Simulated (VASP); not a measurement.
# C32Br in VASP: single point with PBE+D3(BJ)

Aim: the single point of C32Br with PBE+D3(BJ).

All numbers are computed with VASP 6.6.1; they aren't measurements. Logs are shortened: lines on timing, memory, paths and dates and some standing lists are left out, and cuts for length are marked.

### 1 The cell of the first run

The cell holds a slab with vacuum, 33 atoms: a = 9.864 Å, b = 9.864 Å, c = 12.000 Å, α = 90.00°, β = 90.00°, γ = 120.00°.

### 2 Single point, PBE+D3(BJ), collinear spin

INCAR

```
SYSTEM = C32Br
  PREC = Accurate
  ENCUT = 520
  EDIFF = 1E-6
  ISMEAR = 0
  SIGMA = 0.02
  LREAL = Auto
  LASPH = .TRUE.
  NELM = 150
  ALGO = Normal
  ISIF = 2
  LWAVE = .FALSE.
  LCHARG = .FALSE.
  ISPIN = 2
  MAGMOM = 0 0 0 0 0 0 0 0 0 0 0 0 0 0 0 0 0 0 0 0 0 0 0 0 0 0 0 0 0 0 0 0 1
  LORBIT = 11
  GGA = PE
  IVDW = 12
  NBANDS = 94
```

KPOINTS

```
Automatic mesh
0
G
  2 2 1
  0 0 0
```

POSCAR

```
C32Br
1.0
    9.8640001806      0.0000001043      0.0000000000
   -4.9320000000      8.5424747915      0.0000000000
    0.0000000000      0.0000000000     12.0000000000
C Br
32 1
Direct
    0.0020043279     -0.0014877163      0.0800456036
    0.1683068550      0.0816621233      0.0801282601
    0.0016346076      0.2482891637      0.0798302185
    0.1683830492      0.3316734704      0.0799011750
    0.0015711275      0.4982965427      0.0799769605
    0.1683253819      0.5816746181      0.0800498026
    0.0016356662      0.7483643338      0.0798125716
    0.1683808647      0.8317268777      0.0798149837
    0.2516584169     -0.0018290038      0.0800678868
    0.4179952042      0.0810080298      0.0810272171
    0.2516615236      0.2485079475      0.0801493317
    0.4179973776      0.3320026224      0.0811364684
    0.2517051313      0.4982948687      0.0800531626
    0.4183265296      0.5816169508      0.0799011750
    0.2517034573      0.7484288725      0.0799769605
    0.4183277544      0.8317287607      0.0797974361
    0.5014947431     -0.0018311252      0.0800004689
    0.6683379929      0.0816620071      0.0800075876
    0.5016620505      0.2483379495      0.0835273601
    0.6689919702      0.3320047958      0.0810272171
    0.5014920525      0.4983384764      0.0801493317
    0.6683378767      0.5816931450      0.0801282601
    0.5017108363      0.7483653924      0.0798302185
    0.6680657001      0.8315436035      0.0800075358
    0.7514879359     -0.0014879359      0.0799867703
    0.9184563965      0.0819342999      0.0800075358
    0.7518311252      0.2485052569      0.0800004689
    0.9182712393      0.3316722456      0.0797974361
    0.7518290038      0.4983415831      0.0800678868
    0.9182731223      0.5816191353      0.0798149837
    0.7514877163      0.7479956721      0.0800456036
    0.9184565920      0.8315434080      0.0800150832
    0.5024187513      0.2475812487      0.3305835982
```

Potentials or basis: VASP PAW PBE potentials, release 64 (C, Br).

The run is started by

```console
$ cat potpaw_PBE.64/C/POTCAR potpaw_PBE.64/Br/POTCAR > POTCAR
$ mpirun -np 1 vasp_std > vasp.out
```

OUTCAR:

```text
SYSTEM = C32Br
   PREC = Accurate
   ENCUT = 520
   EDIFF = 1E-6
   ISMEAR = 0
   LREAL = Auto
   LASPH = .TRUE.
   NELM = 150
   ISIF = 2
   ISPIN = 2
   LORBIT = 11
   GGA = PE
   IVDW = 12
 IVDW          = 12

 ion  position               nearest neighbor table
   1  0.002  0.999  0.080-   2 1.42  32 1.43  26 1.43
   2  0.168  0.082  0.080-   1 1.42   9 1.43  11 1.43
   3  0.002  0.248  0.080-  26 1.42  28 1.42   4 1.42
   4  0.168  0.332  0.080-  11 1.42  13 1.42   3 1.42
   5  0.002  0.498  0.080-  30 1.42  28 1.42   6 1.42
   6  0.168  0.582  0.080-   5 1.42  15 1.42  13 1.42
[... 24 lines left out ...]
  31  0.751  0.748  0.080-  22 1.42  32 1.43  24 1.43
  32  0.918  0.832  0.080-   7 1.42  31 1.43   1 1.43
  33  0.502  0.248  0.331-

  LATTYP: Found a hexagonal cell.
 ALAT       =     9.8640001806
 C/A-ratio  =     1.2165449899

  Lattice vectors:

 A1 = (   9.8640001806,   0.0000001043,   0.0000000000)
 A2 = (  -4.9320000000,   8.5424747915,   0.0000000000)
 A3 = (   0.0000000000,   0.0000000000,  12.0000000000)

Analysis of symmetry for initial positions (statically):
=====================================================================
 Subroutine PRICEL returns:
 Original cell was already a primitive cell.

 Routine SETGRP: Setting up the symmetry group for a
 hexagonal supercell.

 Subroutine GETGRP returns: Found  2 space group operations
 (whereof  1 operations were pure point group operations)
 out of a pool of 24 trial point group operations.

The static configuration has the point symmetry C_1 .
 The point group associated with its full space group is C_1h.

Analysis of symmetry for dynamics (positions and initial velocities):
=====================================================================
 Subroutine PRICEL returns:
 Original cell was already a primitive cell.

 Routine SETGRP: Setting up the symmetry group for a
 hexagonal supercell.

 Subroutine GETGRP returns: Found  2 space group operations
 (whereof  1 operations were pure point group operations)
 out of a pool of 24 trial point group operations.

The dynamic configuration has the point symmetry C_1 .
 The point group associated with its full space group is C_1h.

Analysis of structural, dynamic, and magnetic symmetry:
=====================================================================
 Subroutine PRICEL returns:
 Original cell was already a primitive cell.

 Routine SETGRP: Setting up the symmetry group for a
 hexagonal supercell.

 Subroutine GETGRP returns: Found  2 space group operations
 (whereof  1 operations were pure point group operations)
 out of a pool of 24 trial point group operations.

The overall configuration has the point symmetry C_1 .
 The point group associated with its full space group is C_1h.

 Subroutine INISYM returns: Found  2 space group operations
 (whereof  1 operations are pure point group operations),
 and found     1 'primitive' translations

----------------------------------------------------------------------------------------

                                     Primitive cell

  volume of cell :    1011.1557

  direct lattice vectors                    reciprocal lattice vectors
     9.864000181  0.000000104  0.000000000     0.101378749  0.058531046  0.000000000
    -4.932000000  8.542474792  0.000000000    -0.000000001  0.117062095  0.000000000
     0.000000000  0.000000000 12.000000000     0.000000000  0.000000000  0.083333333

  length of vectors
     9.864000181  9.864000181 12.000000000     0.117062095  0.117062095  0.083333333

  position of ions in fractional coordinates (direct lattice)
     0.002004328  0.998512284  0.080045604
     0.168306855  0.081662123  0.080128260
     0.001634608  0.248289164  0.079830218
     0.168383049  0.331673470  0.079901175
     0.001571128  0.498296543  0.079976960
     0.168325382  0.581674618  0.080049803
[... 25 lines left out ...]
     0.918456592  0.831543408  0.080015083
     0.502418751  0.247581249  0.330583598

  ion indices of the primitive-cell ions
   primitive index   ion index
                 1           1
                 2           2
                 3           3
                 4           4
                 5           5
                 6           6
[... 25 lines left out ...]
                32          32
                33          33

----------------------------------------------------------------------------------------

 KPOINTS: Automatic mesh

Automatic generation of k-mesh.
 Grid dimensions read from file:
 generate k-points for:    2    2    1

 Generating k-lattice:

  Cartesian coordinates                     Fractional coordinates (reciprocal lattice)
     0.050689374  0.029265523  0.000000000     0.500000000 -0.000000000  0.000000000
    -0.000000001  0.058531047  0.000000000     0.000000000  0.500000000  0.000000000
     0.000000000  0.000000000  0.083333333     0.000000000  0.000000000  1.000000000

  Length of vectors
     0.058531047  0.058531047  0.083333333

  Shift w.r.t. Gamma in fractional coordinates (k-lattice)
     0.000000000  0.000000000  0.000000000

 Subroutine IBZKPT returns following result:
 ===========================================

 Found      3 irreducible k-points:

 Following reciprocal coordinates:
            Coordinates               Weight
  0.000000  0.000000  0.000000      1.000000
  0.500000  0.000000  0.000000      2.000000
  0.500000  0.500000  0.000000      1.000000
   k-points           NKPTS =      3   k-points in BZ     NKDIM =      3   number of bands    NBANDS=     94
   number of dos      NEDOS =    301   number of ions     NIONS =     33
   total plane-waves  NPLWV = 576000
   dimension x,y,z NGX =    80 NGY =   80 NGZ =   90
   dimension x,y,z NGXF=   160 NGYF=  160 NGZF=  180
   ions per type =              32   1
   NGX,Y,Z   is equivalent  to a cutoff of  13.48, 13.48, 12.47 a.u.
   NGXF,Y,Z  is equivalent  to a cutoff of  26.97, 26.97, 24.94 a.u.
 SYSTEM =  C32Br
   PREC   = accura    normal or accurate (medium, high low for compatibility)
   ISTART =      0    job   : 0-new  1-cont  2-samecut
   ICHARG =      2    charge: 1-file 2-atom 10-const
   ISPIN  =      2    spin polarized calculation?
   LNONCOLLINEAR =      F non collinear calculations
   LSORBIT =      F    spin-orbit coupling
   LASPH  =      T    aspherical Exc in radial PAW
   ENCUT  =  520.0 eV  38.22 Ry    6.18 a.u.  18.34 18.34 22.31*2*pi/ulx,y,z
   NELM   =    150;   NELMIN=  2; NELMDL= -5     # of ELM steps
   EDIFF  = 0.1E-05   stopping-criterion for ELM
   LREAL  =      T    real-space projection
   EDIFFG = 0.1E-04   stopping-criterion for IOM
   NSW    =      0    number of steps for IOM
   IBRION =     -1    ionic relax: 0-MD 1-quasi-New 2-CG
   NFREE  =      0    steps in history (QN), initial steepest desc. (CG)
   ISIF   =      2    stress and relaxation
   ISYM   =      2    0-nonsym 1-usesym 2-fastsym
   POTIM  = 0.5000    time-step for ionic-motion
   TEBEG  =    0.0;   TEEND  =   0.0 temperature during run
   PSTRESS=    0.0 pullay stress
   NELECT =     135.0000    total number of electrons
   NUPDOWN=      -1.0000    fix difference up-down
   EMIN   =  10.00;   EMAX   =-10.00  energy-range for DOS
   EFERMI =   0.00;   METHOD = LEGACY
   ISMEAR =     0;   SIGMA  =   0.02  broadening in eV -4-tet -1-fermi 0-gaus
   EFERMI_NEDOS =   21; number of points for ismear=-14 and -15
   IALGO  =     38    algorithm
   IMIX   =      4    mixing-type and parameters
     AMIX     =   0.40;   BMIX     =  1.00
     AMIX_MAG =   1.60;   BMIX_MAG =  1.00
  volume/ion in A,a.u.               =      30.64       206.78
  Fermi-wavevector in a.u.,A,eV,Ry     =   0.836720  1.581171  9.525441  0.700100
  Thomas-Fermi vector in A             =   1.950491
   LORBIT       =     11    0 simple, 1 ext, 2 COOP (PROOUT), +10 PAW based schemes
   GGA     = PE    functional components
   LHFCALC =     F    Hartree Fock is set to
   AEXX    =    0.0000 exact exchange contribution
   IVDW    =    12    specifies the selected vdW correction
   LEPSILON=     F    determine dielectric tensor
   LRPA    =     F    only Hartree local field effects (RPA)
 spin polarized calculation
 Gauss-broadening in eV      SIGMA  =   0.02
  energy-cutoff  :      520.00
  volume of cell :     1011.16
 maximum number of plane-waves:     27273
 NGX is ok and might be reduce to    80
   NGX = 37   NGY = 37   NGZ = 45

 number of electron     135.0000004 magnetization       0.9999582

 Free energy of the ion-electron system (eV)
  ---------------------------------------------------
  ext. energy  EPLUGINS =         0.00000000
  ---------------------------------------------------
  free energy    TOTEN  =      -295.94898851 eV

  energy without entropy =     -295.94895909  energy(sigma->0) =     -295.94897380

 E-fermi :  -2.9358     XC(G=0):  -3.9894

 val. band max:       -2.9831016503   @ k =   0.5000   0.5000   0.0000
 cond. band min:      -2.8928015314   @ k =   0.0000   0.0000   0.0000
 fundamental gap:      0.0903001189
 Fermi energy:        -2.9357700464

 spin component 1

 k-point     1 :       0.0000    0.0000    0.0000
  band No.  band energies     occupation
      1     -21.5536      1.00000
      2     -20.1153      1.00000
      3     -20.0949      1.00000
      4     -20.0831      1.00000
      5     -20.0830      1.00000
      6     -20.0794      1.00000
[... 235 lines left out ...]
     78       2.0620      0.00000
     79       3.0026      0.00000
 Fermi energy:        -2.9357700464

 spin component 2

 k-point     1 :       0.0000    0.0000    0.0000
  band No.  band energies     occupation
      1     -21.5362      1.00000
      2     -20.0778      1.00000
      3     -20.0735      1.00000
      4     -20.0734      1.00000
      5     -20.0726      1.00000
      6     -20.0674      1.00000
[... 235 lines left out ...]
     78       2.0831      0.00000
     79       3.0248      0.00000
 [bands above 79 left out]

------------------------ aborting loop because EDIFF is reached ----------------------------------------

 Edisp (eV)   -3.04540

 E8    (eV) :    -0.9544

  FORCE on cell =-STRESS in cart. coord.  units (eV):
  Direction    XX          YY          ZZ          XY          YZ          ZX
  --------------------------------------------------------------------------------------
  -------------------------------------------------------------------------------------
  Total       0.21358     0.19671    -0.31337    -0.01461     0.02527    -0.04377
  in kB       0.33841     0.31169    -0.49653    -0.02314     0.04005    -0.06936
  external pressure =        0.05 kB  Pullay stress =        0.00 kB

 VOLUME and BASIS-vectors are now :
 -----------------------------------------------------------------------------
  energy-cutoff  :      520.00
  volume of cell :     1011.16
      direct lattice vectors                 reciprocal lattice vectors
     9.864000181  0.000000104  0.000000000     0.101378749  0.058531046  0.000000000
    -4.932000000  8.542474792  0.000000000    -0.000000001  0.117062095  0.000000000
     0.000000000  0.000000000 12.000000000     0.000000000  0.000000000  0.083333333

 POSITION                                       TOTAL-FORCE (eV/Angst)
 -----------------------------------------------------------------------------------
     -4.90489      8.52977      0.96055         0.000360      0.001332     -0.000984
      1.25742      0.69760      0.96154        -0.001470      0.002447      0.000617
     -1.20844      2.12100      0.95796         0.000886     -0.000515     -0.004435
      0.02512      2.83331      0.95881        -0.004107      0.000522      0.003523
     -2.44210      4.25669      0.95972        -0.000568     -0.001211     -0.003745
     -1.20846      4.96894      0.96060        -0.002412      0.001392      0.003801
[... 25 lines left out ...]
      4.95848      7.10344      0.96018        -0.003159      0.001824     -0.000385
      3.73479      2.11496      3.96700        -0.004579      0.002644     -0.007904
 -----------------------------------------------------------------------------------
    total drift:                                0.080320     -0.046372      0.082136

  FREE ENERGIE OF THE ION-ELECTRON SYSTEM (eV)
  ---------------------------------------------------
  free  energy   TOTEN  =      -298.9943906391 eV

  energy  without entropy=     -298.9943612186  energy(sigma->0) =     -298.99437593

 total charge

# of ion       s       p       d       tot
------------------------------------------
    1        0.863   1.784   0.000   2.646
    2        0.863   1.784   0.000   2.647
    3        0.863   1.787   0.000   2.650
    4        0.863   1.786   0.000   2.649
    5        0.863   1.785   0.000   2.648
    6        0.864   1.781   0.000   2.644
[... 25 lines left out ...]
   32        0.863   1.782   0.000   2.645
   33        1.619   3.143   0.002   4.765
--------------------------------------------------
tot         29.245  60.225   0.002  89.472

 magnetization (x)

# of ion       s       p       d       tot
------------------------------------------
    1       -0.000   0.003   0.000   0.003
    2        0.000   0.008   0.000   0.008
    3       -0.000  -0.000   0.000  -0.001
    4        0.000   0.005   0.000   0.005
    5       -0.000   0.003   0.000   0.003
    6        0.001   0.017   0.000   0.017
[... 25 lines left out ...]
   32        0.001   0.014   0.000   0.014
   33        0.014   0.390   0.000   0.405
--------------------------------------------------
tot          0.023   0.607   0.000   0.631
```

It took 22 min on 1 thread of Intel Xeon 6975P-C (Granite Rapids), shared host; peak memory 1.6 GiB.

What came out:

```yaml
Free_energy: -298.9944 eV
Largest_force: 0.010 eV/Å
Band_gap_on_the_k_mesh: 0.09 eV (least direct gap 0.23 eV)
Net_moment: 1.00 μB per cell
Site_moments: C +0.00, +0.01, -0.00, +0.02, +0.05 (each value once); Br +0.41 μB
Valence_electrons_inside_the_program's_atomic_spheres: C 2.65, 2.64, 2.62 (each value once); Br 4.76
Dispersion_energy_per_atom: -0.092 eV
```

Forces on the atoms (eV/Å):
```
C    0.000  0.001 -0.001
C   -0.001  0.002  0.001
C    0.001 -0.001 -0.004
C   -0.004  0.001  0.004
C   -0.001 -0.001 -0.004
C   -0.002  0.001  0.004
C    0.001  0.000 -0.005
C   -0.002 -0.003  0.006
C    0.000  0.000 -0.004
C    0.004  0.000  0.007
C    0.003 -0.002 -0.003
C    0.002 -0.001  0.001
C    0.000  0.000 -0.005
C   -0.003  0.003  0.004
C    0.001  0.001 -0.004
C   -0.001 -0.002  0.007
C    0.000 -0.001 -0.004
C   -0.004  0.003  0.004
C    0.005 -0.003 -0.001
C    0.002 -0.003  0.007
C    0.003 -0.002 -0.003
C   -0.003  0.000  0.001
C    0.001 -0.001 -0.004
C    0.001  0.003  0.001
C    0.006 -0.003  0.000
C   -0.002 -0.003  0.001
C    0.001  0.001 -0.004
C    0.001  0.002  0.007
C    0.000  0.000 -0.004
C    0.001  0.004  0.006
C   -0.001 -0.001 -0.001
C   -0.003  0.002  0.000
Br  -0.005  0.003 -0.008
```

Levels at points of the mesh, in eV from the valence-band top:
Spin up:
```
           k point  band 65  band 66  band 67  band 68  band 69  band 70  band 71  band 72
(0.00, 0.00, 0.00)    -1.40    -0.72    -0.42    -0.42     2.64     2.67     2.67     3.70
(0.50, 0.00, 0.00)    -0.45    -0.43    -0.04    -0.01     1.90     1.94     3.18     3.20
(0.50, 0.50, 0.00)    -0.45    -0.43    -0.04    -0.01     1.90     1.94     3.18     3.20
```
Spin down:
```tsv
k point	band 64	band 65	band 66	band 67	band 68	band 69	band 70	band 71
(0.00, 0.00, 0.00)	-1.36	-1.36	-0.21	-0.21	0.09	2.70	2.70	2.70
(0.50, 0.00, 0.00)	-0.28	-0.23	-0.14	0.00	0.23	1.96	1.97	3.23
(0.50, 0.50, 0.00)	-0.28	-0.23	-0.14	0.00	0.23	1.96	1.97	3.23
```
